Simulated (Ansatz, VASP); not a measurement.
**One calculation of Pt, two programs**

```xyz
1
Lattice="0.0000 2.0544 2.0544 2.0544 0.0000 2.0544 2.0544 2.0544 0.0000" Properties=species:S:1:pos:R:3 pbc="T T T"
Pt    0.0000    0.0000    0.0000
```

Change from the starting cell: volume scaled by 1.15.

Alike in both runs: task single point; functional PBE-based screened hybrid with a share of 0.25 of exact exchange and HFSCREEN = 0.3; k mesh 8 × 8 × 8; occupations gaussian, width 0.01 eV; no spin polarisation.

|  | VASP | Ansatz |
| --- | --- | --- |
| version | VASP 6.6.1 | Ansatz 0.2.0 |
| potentials or method | VASP PAW PBE potentials, release 64 (Pt) | Ansatz PAW earlier set |
| plane-wave cutoff (eV) | 400 | 900 |
| valence electrons in the cell | 10 | 18 |

```csv
,VASP,Ansatz,Ansatz less VASP
gap on the k mesh at the Fermi level (eV),none,none,-
pressure (GPa),-25.1,-25.6,-0.51
```

VASP's potentials were made for PBE, not for PBE-based screened hybrid. A gap of «none» marks a metal or a gap that the smearing closes. VASP's potentials hold 10 valence electrons a cell and Ansatz's 18, so a difference there can come from the potentials and not from the codes.

Spin-orbit coupling is off throughout.
